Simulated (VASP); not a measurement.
Here is a VASP 6.6.1 calculation.

File INCAR:

```
SYSTEM = Li3SiP2
ALGO     = Normal         ! electronic algorithm
EDIFF    = 1E-7           ! SCF threshold, eV
ENCUT    = 520            ! plane-wave cutoff, eV
GGA      = PE             ! functional
ISIF     = 2              ! what is computed and relaxed
ISMEAR   = 0              ! smearing method
LASPH    = .TRUE.         ! aspherical terms in the spheres
LCHARG   = .TRUE.         ! write CHGCAR
LELF     = .TRUE.         ! ELF
LREAL    = .FALSE.        ! projectors in reciprocal space
LVHAR    = .TRUE.       
LWAVE    = .FALSE.        ! write WAVECAR
NBANDS   = 20             ! bands
NELM     = 80             ! most SCF steps
PREC     = Accurate       ! precision mode
SIGMA    = 0.1            ! smearing width, eV
```

File KPOINTS:

```
k-points
0
G
  4 4 4
  0 0 0
```

Contents of POSCAR:

```
Li3SiP2
1.0
    4.0786946486      2.3548354533      2.4294226272
   -4.0786946486      2.3548354533      2.4294226272
    0.0000000000     -4.7096709066      2.4294226272
Li Si P
3 1 2
Direct
    0.5000000000      0.5000000000      0.0000000000
    0.5000000000      0.0000000000      0.5000000000
    0.0000000000      0.5000000000      0.5000000000
    0.0000000000      0.0000000000      0.0000000000
    0.7072740233      0.7072740233      0.7072740233
    0.2927259767      0.2927259767      0.2927259767
```

Potentials or basis: VASP PAW PBE potentials, release 64 (Li_sv, Si, P).

The run is started by

```console
$ cat potpaw_PBE.64/Li_sv/POTCAR potpaw_PBE.64/Si/POTCAR potpaw_PBE.64/P/POTCAR > POTCAR
$ mpirun -np 1 vasp_std > vasp.out
```

Estimate the largest force.

0.073 eV/Å.

Forces on the atoms (eV/Å):
```
Li   0.000  0.000  0.000
Li   0.000  0.000  0.000
Li   0.000  0.000  0.000
Si   0.000  0.000  0.000
P    0.000  0.000  0.073
P    0.000  0.000 -0.073
```
